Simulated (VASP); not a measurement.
# Pd (Fm-3m) in VASP: notebook

Pd is run at these levels: LDA; tasks: single point.

Program: VASP 6.6.1. These are calculated values, not measurements. Logs are shortened: lines on timing, memory, paths and dates and some standing lists are left out, and cuts for length are marked.

### 1 The cell of the first run

It takes space group Fm-3m (No. 225, cubic). Conventional cell: a = 3.089 Å, b = 3.089 Å, c = 3.089 Å, α = 90.00°, β = 90.00°, γ = 90.00°. Within 2.9 Å of Pd (site symmetry m-3m) lie 12 Pd at 2.18 Å.

### 2 Single point, LDA (volume scaled by 0.52)

The input, INCAR:

```
SYSTEM = Pd
  PREC = Accurate
  ENCUT = 520
  EDIFF = 1E-7
  ISMEAR = -1
  SIGMA = 0.1
  LREAL = .FALSE.
  LASPH = .TRUE.
  NELM = 100
  ALGO = Normal
  ISIF = 2
  LWAVE = .FALSE.
  LCHARG = .FALSE.
  GGA = CA
  NBANDS = 11
```

The input, KPOINTS:

```
regular mesh
0
G
  17 17 17
  0 0 0
```

The input, POSCAR:

```
Pd
1.0
    0.0000000000      1.5445011469      1.5445011469
    1.5445011469      0.0000000000      1.5445011469
    1.5445011469      1.5445011469      0.0000000000
Pd
1
Direct
    0.0000000000      0.0000000000      0.0000000000
```

Potentials or basis: VASP PAW LDA potentials, release 64 (Pd).

Run with:

```bash
> cat potpaw_LDA.64/Pd/POTCAR > POTCAR
> mpirun -np 1 vasp_std > vasp.out
```

OUTCAR:

```text
SYSTEM = Pd
   PREC = Accurate
   ENCUT = 520
   EDIFF = 1E-7
   ISMEAR = -1
   LREAL = .FALSE.
   LASPH = .TRUE.
   NELM = 100
   ISIF = 2
   GGA = CA

 ion  position               nearest neighbor table
   1  0.000  0.000  0.000-

  LATTYP: Found a face centered cubic cell.
 ALAT       =     3.0890022938

  Lattice vectors:

 A1 = (   0.0000000000,   1.5445011469,   1.5445011469)
 A2 = (   1.5445011469,   0.0000000000,   1.5445011469)
 A3 = (   1.5445011469,   1.5445011469,   0.0000000000)

Analysis of symmetry for initial positions (statically):
=====================================================================
 Subroutine PRICEL returns:
 Original cell was already a primitive cell.

 Routine SETGRP: Setting up the symmetry group for a
 face centered cubic supercell.

 Subroutine GETGRP returns: Found 48 space group operations
 (whereof 48 operations were pure point group operations)
 out of a pool of 48 trial point group operations.

The static configuration has the point symmetry O_h .

Analysis of symmetry for dynamics (positions and initial velocities):
=====================================================================
 Subroutine PRICEL returns:
 Original cell was already a primitive cell.

 Routine SETGRP: Setting up the symmetry group for a
 face centered cubic supercell.

 Subroutine GETGRP returns: Found 48 space group operations
 (whereof 48 operations were pure point group operations)
 out of a pool of 48 trial point group operations.

The dynamic configuration has the point symmetry O_h .

 Subroutine INISYM returns: Found 48 space group operations
 (whereof 48 operations are pure point group operations),
 and found     1 'primitive' translations

----------------------------------------------------------------------------------------

                                     Primitive cell

  volume of cell :       7.3688

  direct lattice vectors                    reciprocal lattice vectors
     0.000000000  1.544501147  1.544501147    -0.323729122  0.323729122  0.323729122
     1.544501147  0.000000000  1.544501147     0.323729122 -0.323729122  0.323729122
     1.544501147  1.544501147  0.000000000     0.323729122  0.323729122 -0.323729122

  length of vectors
     2.184254469  2.184254469  2.184254469     0.560715287  0.560715287  0.560715287

  position of ions in fractional coordinates (direct lattice)
     0.000000000  0.000000000  0.000000000

  ion indices of the primitive-cell ions
[... 79 lines left out ...]
   NFREE  =      0    steps in history (QN), initial steepest desc. (CG)
   ISIF   =      2    stress and relaxation
   ISYM   =      2    0-nonsym 1-usesym 2-fastsym
   POTIM  = 0.5000    time-step for ionic-motion
   TEBEG  =    0.0;   TEEND  =   0.0 temperature during run
   PSTRESS=    0.0 pullay stress
   NELECT =      10.0000    total number of electrons
   NUPDOWN=      -1.0000    fix difference up-down
   EMIN   =  10.00;   EMAX   =-10.00  energy-range for DOS
   EFERMI =   0.00;   METHOD = LEGACY
   ISMEAR =    -1;   SIGMA  =   0.10  broadening in eV -4-tet -1-fermi 0-gaus
   EFERMI_NEDOS =   21; number of points for ismear=-14 and -15
   IALGO  =     38    algorithm
   IMIX   =      4    mixing-type and parameters
     AMIX     =   0.40;   BMIX     =  1.00
     AMIX_MAG =   1.60;   BMIX_MAG =  1.00
  volume/ion in A,a.u.               =       7.37        49.73
  Fermi-wavevector in a.u.,A,eV,Ry     =   1.812494  3.425117 44.696972  3.285135
  Thomas-Fermi vector in A             =   2.870729
   LORBIT       =      0    0 simple, 1 ext, 2 COOP (PROOUT), +10 PAW based schemes
   GGA     = CA    functional components
   LHFCALC =     F    Hartree Fock is set to
   AEXX    =    0.0000 exact exchange contribution
   IVDW    =     0    specifies the selected vdW correction
   LEPSILON=     F    determine dielectric tensor
   LRPA    =     F    only Hartree local field effects (RPA)
 non-spin polarized calculation
  energy-cutoff  :      520.00
  volume of cell :        7.37
 maximum number of plane-waves:       204
   NGX =  9   NGY =  9   NGZ =  9

 number of electron      10.0000003 magnetization

 Free energy of the ion-electron system (eV)
  ---------------------------------------------------
  ext. energy  EPLUGINS =         0.00000000
  ---------------------------------------------------
  free energy    TOTEN  =         2.29213749 eV

  energy without entropy =        2.32074239  energy(sigma->0) =        2.30643994

 E-fermi :  27.5107     XC(G=0): -18.1619

 val. band max:       27.4954985165   @ k =   0.4706   0.0000   0.0000
 cond. band min:      27.5171253485   @ k =  -0.4706   0.1765   0.0000
 fundamental gap:      0.0216268320
 Fermi energy:        27.5107499367

 k-point     1 :       0.0000    0.0000    0.0000
  band No.  band energies     occupation
      1      13.9071      2.00000
      2      18.9220      2.00000
      3      18.9220      2.00000
      4      18.9220      2.00000
      5      23.8311      2.00000
      6      23.8311      2.00000
      7      40.9722      0.00000
      8      49.7424      0.00000
      9      50.5322      0.00000
     10      50.5322      0.00000
     11      50.5322      0.00000
[... 309 lines left out ...]
 k-point    24 :      -0.1176    0.0588    0.0000
  band No.  band energies     occupation
      1      15.2797      2.00000
      2      18.1318      2.00000
      3      19.5338      2.00000
      4      19.7193      2.00000
      5      22.9076      2.00000
      6      23.9292      2.00000
      7      43.7748      0.00000
      8      47.1048      0.00000
      9      49.7655      0.00000
     10      52.2006      0.00000
     11      53.8949      0.00000

 [... further k-points ...]

------------------------ aborting loop because EDIFF is reached ----------------------------------------

  FORCE on cell =-STRESS in cart. coord.  units (eV):
  Direction    XX          YY          ZZ          XY          YZ          ZX
  --------------------------------------------------------------------------------------
  -------------------------------------------------------------------------------------
  Total       35.9990848     35.9990848     35.9990848      0.0000000      0.0000000      0.0000000
  in kB     7827.2164150   7827.2164150   7827.2164150      0.0000000      0.0000000      0.0000000
  external PRESSURE =    7827.2164150 kB  Pullay stress =       0.0000000 kB

 VOLUME and BASIS-vectors are now :
 -----------------------------------------------------------------------------
  energy-cutoff  :      520.00
  volume of cell :        7.37
      direct lattice vectors                 reciprocal lattice vectors
     0.000000000  1.544501147  1.544501147    -0.323729122  0.323729122  0.323729122
     1.544501147  0.000000000  1.544501147     0.323729122 -0.323729122  0.323729122
     1.544501147  1.544501147  0.000000000     0.323729122  0.323729122 -0.323729122

 POSITION                                       TOTAL-FORCE (eV/Angst)
 -----------------------------------------------------------------------------------
      0.00000      0.00000      0.00000        -0.000000     -0.000000      0.000000
 -----------------------------------------------------------------------------------
    total drift:                                0.000000      0.000000     -0.000000

  FREE ENERGIE OF THE ION-ELECTRON SYSTEM (eV)
  ---------------------------------------------------
  free  energy   TOTEN  =         2.2921374940 eV

  energy  without entropy=        2.3207423921  energy(sigma->0) =        2.30643994
```

It took 4.8 s on 1 thread of Intel Xeon 6975P-C, shared host; peak memory 0.12 GiB.

The run converged, but its numbers aren't listed here, since they failed a check.

### 3 Single point, LDA (volume scaled by 0.6)

The input, INCAR:

```
PREC = Accurate ; ENCUT = 520
EDIFF = 1E-6 ; ISMEAR = -1
SIGMA = 0.1 ; LREAL = F
LASPH = T ; NELM = 80
ALGO = Normal ; ISIF = 2
LWAVE = F ; LCHARG = T
LELF = T ; LVHAR = T
NBANDS = 11
```

The input, KPOINTS:

```
Automatic mesh
0
Gamma
  17 17 17
```

The input, POSCAR:

```
Pd
1.0
    0.0000000000      1.6199596753      1.6199596753
    1.6199596753      0.0000000000      1.6199596753
    1.6199596753      1.6199596753      0.0000000000
Pd
1
Direct
    0.0000000000      0.0000000000      0.0000000000
```

Potentials or basis: VASP PAW LDA potentials, release 64 (Pd).

Run with:

```bash
> cat potpaw_LDA.64/Pd/POTCAR > POTCAR
> mpirun -np 1 vasp_std > vasp.out
```

Wall time 10 s (1 thread of Intel Xeon 6975P-C, shared host); peak memory 0.13 GiB.

It converged, with:

* Free energy: -1.8954 eV
* Pressure: 434.7 GPa
* Band gap on the k mesh: zero (band 5 reaches 23.48 eV, above the bottom of band 6 at 19.46 eV)

Levels at points of the mesh, in eV from the Fermi level:
| k point | band 1 | band 2 | band 3 | band 4 | band 5 | band 6 | band 7 | band 8 | band 9 | band 10 |
| --- | --- | --- | --- | --- | --- | --- | --- | --- | --- | --- |
| (0.00, 0.00, 0.00) | -12.27 | -6.89 | -6.89 | -6.89 | -2.94 | -2.94 | 15.03 | 23.11 | 23.40 | 23.40 |

### 4 Single point, LDA (volume scaled by 0.68)

The input, INCAR:

```
PREC = Accurate
ENCUT = 520
EDIFF = 1E-6
ISMEAR = -1
SIGMA = 0.1
LREAL = F
LASPH = T
NELM = 80
ALGO = Normal
ISIF = 2
LWAVE = F
LCHARG = T
GGA = CA
LELF = T
LVHAR = T
NBANDS = 11
```

The input, KPOINTS:

```
regular mesh
0
Gamma
  17 17 17
```

The input, POSCAR:

```
Pd
1.0
    0.0000000000      1.6889757917      1.6889757917
    1.6889757917      0.0000000000      1.6889757917
    1.6889757917      1.6889757917      0.0000000000
Pd
1
Direct
    0.0000000000      0.0000000000      0.0000000000
```

Potentials or basis: VASP PAW LDA potentials, release 64 (Pd).

Run with:

```bash
> cat potpaw_LDA.64/Pd/POTCAR > POTCAR
> mpirun -np 1 vasp_std > vasp.out
```

OUTCAR:

```text
PREC = Accurate
   ENCUT = 520
   EDIFF = 1E-6
   ISMEAR = -1
   LREAL = F
   LASPH = T
   NELM = 80
   ISIF = 2
   GGA = CA

 ion  position               nearest neighbor table
   1  0.000  0.000  0.000-

  LATTYP: Found a face centered cubic cell.
 ALAT       =     3.3779515834

  Lattice vectors:

 A1 = (   0.0000000000,   1.6889757917,   1.6889757917)
 A2 = (   1.6889757917,   0.0000000000,   1.6889757917)
 A3 = (   1.6889757917,   1.6889757917,   0.0000000000)

Analysis of symmetry for initial positions (statically):
=====================================================================
 Subroutine PRICEL returns:
 Original cell was already a primitive cell.

 Routine SETGRP: Setting up the symmetry group for a
 face centered cubic supercell.

 Subroutine GETGRP returns: Found 48 space group operations
 (whereof 48 operations were pure point group operations)
 out of a pool of 48 trial point group operations.

The static configuration has the point symmetry O_h .

Analysis of symmetry for dynamics (positions and initial velocities):
=====================================================================
 Subroutine PRICEL returns:
[... 167 lines left out ...]
      2      13.3173      2.00000
      3      13.3173      2.00000
      4      13.3173      2.00000
      5      16.5668      2.00000
      6      16.5668      2.00000
      7      34.9799      0.00000
      8      42.4081      0.00000
      9      42.4081      0.00000
     10      42.4081      0.00000
     11      42.7890      0.00000
[... 309 lines left out ...]
 k-point    24 :      -0.1176    0.0588    0.0000
  band No.  band energies     occupation
      1       9.0358      2.00000
      2      12.7704      2.00000
      3      13.7504      2.00000
      4      13.8306      2.00000
      5      16.0310      2.00000
      6      16.6657      2.00000
      7      36.8525      0.00000
      8      39.1434      0.00000
      9      42.8054      0.00000
     10      43.3721      0.00000
     11      44.8081      0.00000

 [... further k-points ...]

------------------------ aborting loop because EDIFF is reached ----------------------------------------

  FORCE on cell =-STRESS in cart. coord.  units (eV):
  Direction    XX          YY          ZZ          XY          YZ          ZX
  --------------------------------------------------------------------------------------
  -------------------------------------------------------------------------------------
  Total       14.4563069     14.4563069     14.4563069      0.0000000      0.0000000     -0.0000000
  in kB     2403.6303085   2403.6303085   2403.6303085      0.0000000      0.0000000     -0.0000000
  external PRESSURE =    2403.6303085 kB  Pullay stress =       0.0000000 kB

 VOLUME and BASIS-vectors are now :
 -----------------------------------------------------------------------------
  energy-cutoff  :      520.00
  volume of cell :        9.64
      direct lattice vectors                 reciprocal lattice vectors
     0.000000000  1.688975792  1.688975792    -0.296037399  0.296037399  0.296037399
     1.688975792  0.000000000  1.688975792     0.296037399 -0.296037399  0.296037399
     1.688975792  1.688975792  0.000000000     0.296037399  0.296037399 -0.296037399

 POSITION                                       TOTAL-FORCE (eV/Angst)
 -----------------------------------------------------------------------------------
      0.00000      0.00000      0.00000         0.000000      0.000000      0.000000
 -----------------------------------------------------------------------------------
    total drift:                                0.000000     -0.000000     -0.000000

  FREE ENERGIE OF THE ION-ELECTRON SYSTEM (eV)
  ---------------------------------------------------
  free  energy   TOTEN  =        -4.2207180370 eV

  energy  without entropy=       -4.1806774355  energy(sigma->0) =       -4.20069774
```

It took 12 s on 1 thread of Intel Xeon 6975P-C, shared host; peak memory 0.13 GiB.

What came out:

```
Free energy            : -4.2207 eV
Pressure               : 240.4 GPa
Band gap on the k mesh : zero (band 5 reaches 19.62 eV, above the bottom of band 6 at 16.37 eV)
```

Levels at points of the mesh, in eV from the Fermi level:
```tsv
k point	band 3	band 4	band 5	band 6	band 7	band 8
(0.00, 0.00, 0.00)	-5.67	-5.67	-2.42	-2.42	16.00	23.42
```
